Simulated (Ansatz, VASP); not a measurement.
**One calculation of TiAl, two programs**

```
CELL_PARAMETERS angstrom
2.81769 0.00000 0.00000
0.00000 2.81769 0.00000
0.00000 0.00000 4.27641
ATOMIC_POSITIONS crystal
Ti 0.00000 0.00000 0.00000
Al 0.50000 0.50000 0.50000
```

Alike in both runs: task single point; functional PBEsol; k mesh 16 × 16 × 16; occupations gaussian, width 0.15 eV; no spin polarisation.

|  | VASP | Ansatz |
| --- | --- | --- |
| version | VASP 6.6.1 | Ansatz 0.2.0 |
| potentials or method | VASP PAW PBE potentials, release 64 (Ti_sv, Al), cutoff 520 eV | scalar-relativistic, plane waves, PAW |
| valence electrons in the cell | 15 | 15 |

```csv
,VASP,Ansatz,Ansatz less VASP
gap on the k mesh at the Fermi level (eV),none,none,-
pressure (GPa),-7.6,-7.6,-0.07
"traceless stress, the component that is largest in VASP (GPa)",-2.87,-2.90,-0.035
```

VASP's potentials were made for PBE, not for PBEsol, and Ansatz warns of the same on its side. A gap of «none» marks a metal or a gap that the smearing closes.
